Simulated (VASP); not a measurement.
Here is a VASP 6.6.1 calculation.

Contents of INCAR:

```
SYSTEM = TiB3
ALGO = Normal
EDIFF = 1E-6
EDIFFG = -0.01
ENCUT = 600
GGA = PE
IBRION = 2
ISIF = 3
ISMEAR = 0
LASPH = .TRUE.
LCHARG = .FALSE.
LREAL = .FALSE.
LWAVE = .FALSE.
NELM = 100
NSW = 80
PREC = Accurate
SIGMA = 0.1
```

Contents of KPOINTS:

```
k-points
0
G
  20 20 20
  0 0 0
```

POSCAR

```
TiB3
1.0
   -1.5226129824      1.5226129824      3.6118534447
    1.5226129824     -1.5226129824      3.6118534447
    1.5226129824      1.5226129824     -3.6118534447
Ti B
1 3
Direct
    0.0000000000      0.0000000000      0.0000000000
    0.5000000000      0.5000000000      0.0000000000
    0.7500000000      0.2500000000      0.5000000000
    0.2500000000      0.7500000000      0.5000000000
```

Potentials or basis: VASP PAW PBE potentials, release 64 (Ti_sv, B).

Run with:

```bash
$ cat potpaw_PBE.64/Ti_sv/POTCAR potpaw_PBE.64/B/POTCAR > POTCAR
$ mpirun -np 1 vasp_std > vasp.out
```

Task: What does it give for the band gap on the k mesh?

Result: Zero (an odd number of electrons rules out a gap without spin polarisation).

Final structure:
```
Ti B
1.0
    -1.52018    1.52018    3.62308
     1.52018   -1.52018    3.62308
     1.52018    1.52018   -3.62308
Ti B
1 3
Direct
  0.00000 0.00000 0.00000
  0.50000 0.50000 0.00000
  0.75000 0.25000 0.50000
  0.25000 0.75000 0.50000
```

Caveat: an odd number of electrons without spin polarisation forces a metal; a magnetic or distorted state may lie lower.
